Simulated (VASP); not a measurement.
A run of VASP 6.6.1:

Contents of POSCAR:

```
Si
1.0
   -3.3273296539      3.3273296539      1.9218805228
    3.3273296539     -3.3273296539      1.9218805228
    3.3273296539      3.3273296539     -1.9218805228
Si
4
Direct
    0.1787531995      0.1787531995      0.3575063991
    0.8212468005      0.8212468005      0.6424936009
    0.1787531995      0.8212468005      0.0000000000
    0.8212468005      0.1787531995      0.0000000000
```

The input INCAR.step1:

```
PREC = Accurate
ENCUT = 520
ISMEAR = 0
SIGMA = 0.05
LREAL = False
LASPH = True
NELM = 60
NBANDS = 16
GGA = PE
ALGO = Normal
EDIFF = 1E-4
LWAVE = True
LCHARG = False
```

INCAR.step2

```
PREC = Accurate
ENCUT = 520
EDIFF = 1E-6
ISMEAR = 0
SIGMA = 0.05
LREAL = False
LASPH = True
NELM = 60
ALGO = Normal
ISIF = 2
LWAVE = False
LCHARG = False
METAGGA = R2SCAN
LMIXTAU = True
NBANDS = 16
ISTART = 1
```

KPOINTS

```
Automatic mesh
0
Gamma
  10 10 10
```

Potentials or basis: VASP PAW PBE potentials, release 64 (Si).

Command:

```console
$ cat potpaw_PBE.64/Si/POTCAR > POTCAR
$ cp INCAR.step1 INCAR
$ mpirun -np 1 vasp_std > vasp.out
$ cp INCAR.step2 INCAR
$ mpirun -np 1 vasp_std > vasp.out
```

Hardware: 1 thread of Intel Xeon 8259CL, on a shared host.

Problem. How long does it take, and how much memory?

Solution. It took 12 min on 1 thread of Intel Xeon 8259CL (shared host), peak memory 0.3 GiB. Counts: k points 102.
